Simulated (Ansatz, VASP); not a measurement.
One calculation of Nb2H, two programs

The input INCAR:

```
  ALGO = Normal
  EDIFF = 1E-6
  ENCUT = 520
  GGA = PE
  ISIF = 2
  ISMEAR = 0
  LASPH = T
  LCHARG = F
  LREAL = F
  LWAVE = F
  NBANDS = 36
  NELM = 100
  PREC = Accurate
  SIGMA = 0.1
```

File KPOINTS:

```
k-points
0
Gamma
  4 4 4
```

Contents of POSCAR:

```
Nb2H
1.0
    4.4605451400      0.0000000000      0.0000000000
    0.0000000000      4.4605451400      0.0000000000
    0.0000000000      0.0000000000      4.4605451400
Nb H
4 2
Direct
    0.2500000000      0.2500000000      0.7500000000
    0.7500000000      0.2500000000      0.2500000000
    0.2500000000      0.7500000000      0.2500000000
    0.7500000000      0.7500000000      0.7500000000
    0.5000000000      0.5000000000      0.5000000000
    0.0000000000      0.0000000000      0.0000000000
```

Input for Ansatz:

```yaml
crystal:
  lattice:
    - [4.46054514, 0.0, 0.0]
    - [0.0, 4.46054514, 0.0]
    - [0.0, 0.0, 4.46054514]
  atoms:
    - { symbol: Nb, position: [0.25, 0.25, 0.75] }
    - { symbol: Nb, position: [0.75, 0.25, 0.25] }
    - { symbol: Nb, position: [0.25, 0.75, 0.25] }
    - { symbol: Nb, position: [0.75, 0.75, 0.75] }
    - { symbol: H, position: [0.5, 0.5, 0.5] }
    - { symbol: H, position: [0.0, 0.0, 0.0] }
basis:
  ecutwfc: 420
kpoints:
  mp_grid: { grid: [4, 4, 4] }
hamiltonian:
  xc: pbe
scf:
  occupations: { method: gaussian, width: 0.1 }
  lower_state_search: "off"
output:
  forces: true
  stress: true
  eigenvalues: true
```

Change from the starting cell: species swapped into the Cu2O type (Pn-3m, No. 224).

Alike in both runs: task single point; functional PBE; k mesh 4 × 4 × 4; occupations gaussian, width 0.1 eV; no spin polarisation.

```csv
,VASP,Ansatz
version,VASP 6.6.1,Ansatz 0.2.0
potentials or method,"VASP PAW PBE potentials, release 64 (Nb_sv, H), cutoff 520 eV","scalar-relativistic, plane waves, PAW"
valence electrons in the cell,54,54
```

VASP gave:

| Property | Result |
| --- | --- |
| gap on the k mesh at the Fermi level (eV) | none |
| pressure (GPa) | -11.4 |

Task: What did Ansatz give for the same quantities?

Result: gap on the k mesh at the Fermi level (eV): none; pressure (GPa): -11.1.

A gap of «none» marks a metal or a gap that the smearing closes. With one functional, cell and mesh, what is left measures potentials, basis and numerics.
